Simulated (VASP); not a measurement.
Wanted: the native input for a VASP 6.6.1 run.

```
Task                   : single point
Functional             : PBE
Potentials or basis    : VASP PAW PBE potentials, release 64 (Pb_d, O)
Cutoff                 : 520 eV
k mesh                 : 8 × 8 × 6
Occupations            : gaussian, width 0.05 eV
Spin                   : no spin polarisation
Dipole correction      : no
Further INCAR settings : ALGO = Normal; EDIFF = 1e-06; NBANDS = 28
```

The structure of PbO lies in POSCAR:

```
PbO
1.0
    4.0509824031      0.0000000000      0.0000000000
    0.0000000000      4.0509824031      0.0000000000
    0.0000000000      0.0000000000      5.5009547192
Pb O
2 2
Direct
    0.5000000000      0.0000000000      0.2165065854
    0.0000000000      0.5000000000      0.7834934146
    0.0000000000      0.0000000000      0.0000000000
    0.5000000000      0.5000000000      0.0000000000
```

This cell differs from its parent crystal: volume scaled by 0.980.

One way to write it, as run:

INCAR

```
SYSTEM = PbO
  ALGO = Normal
  EDIFF = 1E-6
  ENCUT = 520
  GGA = PE
  ISIF = 2
  ISMEAR = 0
  LASPH = .True.
  LCHARG = .True.
  LELF = .True.
  LREAL = .False.
  LVHAR = .True.
  LWAVE = .False.
  NBANDS = 28
  NELM = 60
  PREC = Accurate
  SIGMA = 0.05
```

KPOINTS

```
k-points
0
Gamma
  8 8 6
  0 0 0
```

Potentials or basis: VASP PAW PBE potentials, release 64 (Pb_d, O).

The run is started by

```sh
$ cat potpaw_PBE.64/Pb_d/POTCAR potpaw_PBE.64/O/POTCAR > POTCAR
$ mpirun -np 1 vasp_std > vasp.out
```

It gave:

```json
{
  "Pressure": "0.3 GPa",
  "Largest force": "0.037 eV/Å",
  "Band gap on the k mesh": "1.72 eV, indirect (least direct gap 1.95 eV)"
}
```

Caveat: spin-orbit coupling is left out, which moves the levels of the heavy elements.

Run time: 65 s on 1 thread of AMD EPYC 9R45 96-Core Processor (Zen 5), with other jobs on the host, peak memory 0.23 GiB.
